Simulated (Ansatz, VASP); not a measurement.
**CuMoH6 in VASP and in Ansatz**

File INCAR:

```
PREC = Accurate
ENCUT = 600
EDIFF = 1E-6
ISMEAR = 0
SIGMA = 0.1
LREAL = False
LASPH = True
NELM = 100
ALGO = Normal
ISIF = 3
LWAVE = False
LCHARG = False
GGA = PE
IBRION = 2
NSW = 90
EDIFFG = -0.04
```

File KPOINTS:

```
regular mesh
0
Gamma
  4 4 4
```

POSCAR

```
CuMoH6
1.0
    0.0000000000      3.3326373600      3.3326373600
    3.3326373600      0.0000000000      3.3326373600
    3.3326373600      3.3326373600      0.0000000000
Cu H Mo
1 6 1
Direct
    0.2500000000      0.2500000000      0.2500000000
    0.8182656200      0.1817343800      0.1817343800
    0.1817343800      0.8182656200      0.8182656200
    0.1817343800      0.8182656200      0.1817343800
    0.8182656200      0.1817343800      0.8182656200
    0.1817343800      0.1817343800      0.8182656200
    0.8182656200      0.8182656200      0.1817343800
    0.5000000000      0.5000000000      0.5000000000
```

Input for Ansatz:

```yaml
crystal:
  lattice:
    - [0.0, 3.33263736, 3.33263736]
    - [3.33263736, 0.0, 3.33263736]
    - [3.33263736, 3.33263736, 0.0]
  atoms:
    - { symbol: Cu, position: [0.25, 0.25, 0.25] }
    - { symbol: H, position: [0.81826562, 0.18173438, 0.18173438] }
    - { symbol: H, position: [0.18173438, 0.81826562, 0.81826562] }
    - { symbol: H, position: [0.18173438, 0.81826562, 0.18173438] }
    - { symbol: H, position: [0.81826562, 0.18173438, 0.81826562] }
    - { symbol: H, position: [0.18173438, 0.18173438, 0.81826562] }
    - { symbol: H, position: [0.81826562, 0.81826562, 0.18173438] }
    - { symbol: Mo, position: [0.5, 0.5, 0.5] }
basis:
  ecutwfc: 420
kpoints:
  mp_grid: { grid: [4, 4, 4] }
hamiltonian:
  xc: pbe
scf:
  occupations: { method: gaussian, width: 0.1 }
  lower_state_search: "off"
output:
  forces: true
  stress: true
  eigenvalues: true
relax:
  adjacent_minimum: "off"
  f_tol: 0.04
  max_steps: 70
  cell: { stress_tol: 0.4 }
```

Alike in both runs: task relaxation of cell and atoms; functional PBE; k mesh 4 × 4 × 4; occupations gaussian, width 0.1 eV; no spin polarisation.

|  | VASP | Ansatz |
| --- | --- | --- |
| version | VASP 6.6.1 | Ansatz 0.2.0 |
| potentials or method | VASP PAW PBE potentials, release 64 (Cu, H, Mo_sv), cutoff 600 eV | scalar-relativistic, plane waves, PAW |
| valence electrons in the cell | 31 | 39 |

|  | VASP | Ansatz | Ansatz less VASP |
| --- | --- | --- | --- |
| gap on the k mesh at the Fermi level, each at its own relaxed structure (eV) | none | none | - |
| relaxed volume (Å³/atom) | 7.44 | 7.43 | -0.006 |
| relaxed cell length with the largest relative difference (Å) | 4.382 | 4.381 | -0.0011 |

A gap of «none» marks a metal or a gap that the smearing closes. VASP's potentials hold 31 valence electrons a cell and Ansatz's 39, so a difference there can come from the potentials and not from the codes.

The k mesh is coarse, so the values compare programs but aren't converged. Noted on VASP's run: the volume moved by over 15 % at a fixed basis, so the end points are rough.
